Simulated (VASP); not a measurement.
A run of VASP 6.6.1 is set up as follows.

INCAR

```
SYSTEM = Sb
PREC     = Accurate       ! precision mode
ENCUT    = 520            ! plane-wave cutoff, eV
EDIFF    = 1E-6           ! SCF threshold, eV
ISMEAR   = -1             ! smearing method
SIGMA    = 0.1            ! smearing width, eV
LREAL    = .FALSE.        ! projectors in reciprocal space
LASPH    = .TRUE.         ! aspherical terms in the spheres
NELM     = 100            ! most SCF steps
ALGO     = Normal         ! electronic algorithm
ISIF     = 2              ! what is computed and relaxed
LWAVE    = .FALSE.        ! write WAVECAR
LCHARG   = .FALSE.        ! write CHGCAR
GGA      = B5             ! functional
ALDAX    = 1.0          
AGGAX    = 1.0          
AGGAC    = 1.0          
ALDAC    = 0.0          
NBANDS   = 18             ! bands
```

Contents of KPOINTS:

```
Automatic mesh
0
G
  12 12 3
  0 0 0
```

POSCAR

```
Sb
1.0
    3.4826790217      0.0000000000      0.0000000000
   -1.7413395108      3.0160885060      0.0000000000
    0.0000000000      0.0000000000     12.0205141812
Sb
4
Direct
    1.0000000000      1.0000000000      0.0000000000
    1.0000000000      1.0000000000      0.5000000000
    0.3333333333      0.6666666667      0.2500000000
    0.6666666667      0.3333333333      0.7500000000
```

Potentials or basis: VASP PAW PBE potentials, release 64 (Sb).

Command:

```console
$ cat potpaw_PBE.64/Sb/POTCAR > POTCAR
$ mpirun -np 1 vasp_std > vasp.out
```

What does it give for the band gap on the k mesh?

Zero (band 10 reaches 10.51 eV, above the bottom of band 11 at 5.15 eV).

What does it give for the pressure?

-1.5 GPa.

Caveat: the PAW data sets were made with another functional, which shifts forces and pressure a little; spin-orbit coupling is left out, which moves the levels of the heavy elements.
